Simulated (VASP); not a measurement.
Input of a VASP 6.6.1 run:

File INCAR:

```
SYSTEM = SnSe
ALGO = Normal ; EDIFF = 1E-6
ENCUT = 520 ; GGA = PE
ISIF = 2 ; ISMEAR = -1
LASPH = .TRUE. ; LCHARG = .FALSE.
LREAL = .FALSE. ; LWAVE = .FALSE.
NBANDS = 17 ; NELM = 80
PREC = Accurate ; SIGMA = 0.02
```

Contents of KPOINTS:

```
k-points
0
G
  9 9 9
  0 0 0
```

The input POSCAR:

```
SnSe
1.0
    0.0000000000      3.0100000000      3.1003000000
    3.0100000000      0.0000000000      3.1003000000
    3.0100000000      3.0100000000      0.0000000000
Sn Se
1 1
Direct
    0.0000000000      0.0000000000      0.0000000000
    0.5000000000      0.5000000000      0.5000000000
```

Potentials or basis: VASP PAW PBE potentials, release 64 (Sn_d, Se).

The run is started by

```console
$ cat potpaw_PBE.64/Sn_d/POTCAR potpaw_PBE.64/Se/POTCAR > POTCAR
$ mpirun -np 1 vasp_std > vasp.out
```

(1) Estimate the band gap on the k mesh.

(2) Predict the pressure.

## Answers

(1) 0.56 eV, indirect (least direct gap 0.63 eV).

(2) -0.3 GPa.

Caveat: the cell differs from its parent crystal (zz strain of +3 %); spin-orbit coupling is left out, which moves the levels of the heavy elements.
